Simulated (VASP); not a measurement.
# MgO (P4/nmm) in VASP: further runs, part 2 of 3

VASP 6.6.1.

## Step 4: Single point, PBE (mode 12 (519.3 1/cm) frozen in, largest displacement +0.030 Å)

The input, INCAR:

```
SYSTEM = MgO
PREC = Accurate
ENCUT = 520
EDIFF = 1E-6
ISMEAR = 0
SIGMA = 0.05
LREAL = .False.
LASPH = .True.
NELM = 60
ALGO = Normal
ISIF = 2
LWAVE = .False.
LCHARG = .True.
GGA = PE
LELF = .True.
LVHAR = .True.
NBANDS = 16
```

The input, KPOINTS:

```
Automatic mesh
0
Gamma
  8 8 6
  0 0 0
```

The input, POSCAR:

```
MgO
1.0
    0.0000000000     -2.1351500000     -2.1351500000
    0.0000000000      2.1351500000     -2.1351500000
    4.2703000000      0.0000000000      0.0000000000
Mg O
2 2
Direct
    0.5000000000      0.5000000000      0.4991577445
    0.0000000000      0.0000000000      0.0008422555
    0.5000000000      0.5000000000     -0.0070252675
    0.0000000000      0.0000000000      0.5070252675
```

Potentials or basis: VASP PAW PBE potentials, release 64 (Mg, O).

On the command line:

```console
cat potpaw_PBE.64/Mg/POTCAR potpaw_PBE.64/O/POTCAR > POTCAR
mpirun -np 1 vasp_std > vasp.out
```

OUTCAR:

```text
SYSTEM = MgO
   PREC = Accurate
   ENCUT = 520
   EDIFF = 1E-6
   ISMEAR = 0
   LREAL = .False.
   LASPH = .True.
   NELM = 60
   ISIF = 2
   GGA = PE

 ion  position               nearest neighbor table
   1  0.500  0.500  0.499-   3 2.11   4 2.14   4 2.14   4 2.14   4 2.14   3 2.16   2 3.01   2 3.01
                             2 3.01   2 3.01   2 3.02   2 3.02   2 3.02   2 3.02
   2  0.000  0.000  0.001-   4 2.11   3 2.14   3 2.14   3 2.14   3 2.14   4 2.16   1 3.01   1 3.01
                             1 3.01   1 3.01   1 3.02   1 3.02   1 3.02   1 3.02
   3  0.500  0.500  0.993-   1 2.11   2 2.14   2 2.14   2 2.14   2 2.14   1 2.16
   4  0.000  0.000  0.507-   2 2.11   1 2.14   1 2.14   1 2.14   1 2.14   2 2.16

  LATTYP: Found a simple tetragonal cell.
 ALAT       =     3.0195580877
 C/A-ratio  =     1.4142135624

  Lattice vectors:

 A1 = (   0.0000000000,  -2.1351500000,  -2.1351500000)
 A2 = (   0.0000000000,   2.1351500000,  -2.1351500000)
 A3 = (   4.2703000000,   0.0000000000,   0.0000000000)

Analysis of symmetry for initial positions (statically):
=====================================================================
 Subroutine PRICEL returns:
 Original cell was already a primitive cell.

 Routine SETGRP: Setting up the symmetry group for a
 simple tetragonal supercell.

 Subroutine GETGRP returns: Found 16 space group operations
 (whereof  8 operations were pure point group operations)
 out of a pool of 16 trial point group operations.

The static configuration has the point symmetry C_4v.
 The point group associated with its full space group is D_4h.

Analysis of symmetry for dynamics (positions and initial velocities):
=====================================================================
 Subroutine PRICEL returns:
 Original cell was already a primitive cell.

 Routine SETGRP: Setting up the symmetry group for a
 simple tetragonal supercell.

 Subroutine GETGRP returns: Found 16 space group operations
 (whereof  8 operations were pure point group operations)
 out of a pool of 16 trial point group operations.

The dynamic configuration has the point symmetry C_4v.
 The point group associated with its full space group is D_4h.

 Subroutine INISYM returns: Found 16 space group operations
 (whereof  8 operations are pure point group operations),
 and found     1 'primitive' translations

----------------------------------------------------------------------------------------

                                     Primitive cell

  volume of cell :      38.9354

  direct lattice vectors                    reciprocal lattice vectors
     0.000000000 -2.135150000 -2.135150000     0.000000000 -0.234175585 -0.234175585
     0.000000000  2.135150000 -2.135150000     0.000000000  0.234175585 -0.234175585
     4.270300000  0.000000000  0.000000000     0.234175585  0.000000000  0.000000000

  length of vectors
     3.019558088  3.019558088  4.270300000     0.331174288  0.331174288  0.234175585

  position of ions in fractional coordinates (direct lattice)
     0.500000000  0.500000000  0.499157745
     0.000000000  0.000000000  0.000842255
     0.500000000  0.500000000  0.992974733
     0.000000000  0.000000000  0.507025267

  ion indices of the primitive-cell ions
   primitive index   ion index
                 1           1
                 2           2
                 3           3
                 4           4

----------------------------------------------------------------------------------------
[... 28 lines left out ...]
  0.125000  0.000000  0.000000      4.000000
  0.250000  0.000000  0.000000      4.000000
  0.375000  0.000000  0.000000      4.000000
  0.500000  0.000000  0.000000      2.000000
  0.125000  0.125000  0.000000      4.000000
[... 16 lines left out ...]
  0.375000  0.125000  0.166667     16.000000
  0.500000  0.125000  0.166667      8.000000
 [... further k-points ...]
   k-points           NKPTS =     60   k-points in BZ     NKDIM =     60   number of bands    NBANDS=     16
   number of dos      NEDOS =    301   number of ions     NIONS =      4
   total plane-waves  NPLWV =  18432
   dimension x,y,z NGX =    24 NGY =   24 NGZ =   32
   dimension x,y,z NGXF=    48 NGYF=   48 NGZF=   64
   ions per type =               2   2
   NGX,Y,Z   is equivalent  to a cutoff of  13.21, 13.21, 12.46 a.u.
   NGXF,Y,Z  is equivalent  to a cutoff of  26.43, 26.43, 24.92 a.u.
 SYSTEM =  MgO
   PREC   = accura    normal or accurate (medium, high low for compatibility)
   ISTART =      0    job   : 0-new  1-cont  2-samecut
   ICHARG =      2    charge: 1-file 2-atom 10-const
   ISPIN  =      1    spin polarized calculation?
   LNONCOLLINEAR =      F non collinear calculations
   LSORBIT =      F    spin-orbit coupling
   LASPH  =      T    aspherical Exc in radial PAW
   ENCUT  =  520.0 eV  38.22 Ry    6.18 a.u.   5.61  5.61  7.94*2*pi/ulx,y,z
   NELM   =     60;   NELMIN=  2; NELMDL= -5     # of ELM steps
   EDIFF  = 0.1E-05   stopping-criterion for ELM
   LREAL  =      F    real-space projection
   EDIFFG = 0.1E-04   stopping-criterion for IOM
   NSW    =      0    number of steps for IOM
   IBRION =     -1    ionic relax: 0-MD 1-quasi-New 2-CG
   NFREE  =      0    steps in history (QN), initial steepest desc. (CG)
   ISIF   =      2    stress and relaxation
   ISYM   =      2    0-nonsym 1-usesym 2-fastsym
   POTIM  = 0.5000    time-step for ionic-motion
   TEBEG  =    0.0;   TEEND  =   0.0 temperature during run
   PSTRESS=    0.0 pullay stress
   NELECT =      16.0000    total number of electrons
   NUPDOWN=      -1.0000    fix difference up-down
   EMIN   =  10.00;   EMAX   =-10.00  energy-range for DOS
   EFERMI =   0.00;   METHOD = LEGACY
   ISMEAR =     0;   SIGMA  =   0.05  broadening in eV -4-tet -1-fermi 0-gaus
   EFERMI_NEDOS =   21; number of points for ismear=-14 and -15
   IALGO  =     38    algorithm
   IMIX   =      4    mixing-type and parameters
     AMIX     =   0.40;   BMIX     =  1.00
     AMIX_MAG =   1.60;   BMIX_MAG =  1.00
  volume/ion in A,a.u.               =       9.73        65.69
  Fermi-wavevector in a.u.,A,eV,Ry     =   1.217119  2.300022 20.155386  1.481379
  Thomas-Fermi vector in A             =   2.352450
   LORBIT       =      0    0 simple, 1 ext, 2 COOP (PROOUT), +10 PAW based schemes
   GGA     = PE    functional components
   LHFCALC =     F    Hartree Fock is set to
   AEXX    =    0.0000 exact exchange contribution
   IVDW    =     0    specifies the selected vdW correction
   LEPSILON=     F    determine dielectric tensor
   LRPA    =     F    only Hartree local field effects (RPA)
 non-spin polarized calculation
 Gauss-broadening in eV      SIGMA  =   0.05
  energy-cutoff  :      520.00
  volume of cell :       38.94
 maximum number of plane-waves:      1088
 NGX is ok and might be reduce to    24
   NGX = 11   NGY = 11   NGZ = 15

 number of electron      16.0000014 magnetization

 Free energy of the ion-electron system (eV)
  ---------------------------------------------------
  ext. energy  EPLUGINS =         0.00000000
  ---------------------------------------------------
  free energy    TOTEN  =       -23.80471859 eV

  energy without entropy =      -23.80471859  energy(sigma->0) =      -23.80471859

 E-fermi :   3.1680     XC(G=0): -10.8854

 val. band max:        2.8897145574   @ k =   0.0000   0.0000   0.0000
 cond. band min:       7.2098418716   @ k =   0.0000   0.0000   0.0000
 fundamental gap:      4.3201273142
 Fermi energy:         3.1679613823

 k-point     1 :       0.0000    0.0000    0.0000
  band No.  band energies     occupation
      1     -14.1732      2.00000
      2     -12.7423      2.00000
      3      -1.0319      2.00000
      4       1.5928      2.00000
      5       1.5928      2.00000
      6       2.8801      2.00000
[... 433 lines left out ...]
      3      -0.7945      2.00000
      4      -0.7945      2.00000
      5       1.3470      2.00000
      6       1.3470      2.00000
[... 8 lines left out ...]
     15      19.4916      0.00000
     16      19.4916      0.00000

 [... further k-points ...]
[... 5 lines left out ...]
  --------------------------------------------------------------------------------------
  -------------------------------------------------------------------------------------
  Total       -0.5534175     -0.5769192     -0.5769192      0.0000000      0.0000000      0.0000000
  in kB      -22.7728994    -23.7399817    -23.7399817      0.0000000      0.0000000      0.0000000
  external PRESSURE =     -23.4176209 kB  Pullay stress =       0.0000000 kB

 VOLUME and BASIS-vectors are now :
 -----------------------------------------------------------------------------
  energy-cutoff  :      520.00
  volume of cell :       38.94
      direct lattice vectors                 reciprocal lattice vectors
     0.000000000 -2.135150000 -2.135150000     0.000000000 -0.234175585 -0.234175585
     0.000000000  2.135150000 -2.135150000     0.000000000  0.234175585 -0.234175585
     4.270300000  0.000000000  0.000000000     0.234175585  0.000000000  0.000000000

 POSITION                                       TOTAL-FORCE (eV/Angst)
 -----------------------------------------------------------------------------------
      2.13155      0.00000     -2.13515         0.087309     -0.000000     -0.000000
      0.00360      0.00000      0.00000        -0.087309      0.000000      0.000000
      4.24030      0.00000     -2.13515         0.483088      0.000000     -0.000000
      2.16515      0.00000      0.00000        -0.483088     -0.000000      0.000000
 -----------------------------------------------------------------------------------
    total drift:                                0.000000     -0.000000      0.000000

  FREE ENERGIE OF THE ION-ELECTRON SYSTEM (eV)
  ---------------------------------------------------
  free  energy   TOTEN  =       -23.8047185862 eV

  energy  without entropy=      -23.8047185862  energy(sigma->0) =      -23.80471859
```

Wall time 40 s (1 thread of AMD EPYC 7R43 (Zen 3), shared host); peak memory 0.13 GiB.

What came out:

```
Free energy            : -23.8047 eV
Pressure               : -2.3 GPa
Largest force          : 0.483 eV/Å
Band gap on the k mesh : 4.32 eV
```

Forces in eV/Å, atoms in the order of the input:
```
Mg   0.087  0.000  0.000
Mg  -0.087  0.000  0.000
O    0.483  0.000  0.000
O   -0.483  0.000  0.000
```

Caveat: the cell differs from its parent crystal (mode 12 (519.3 1/cm) frozen in, largest displacement +0.030 Å).

(Continued in part 3 of 3.)
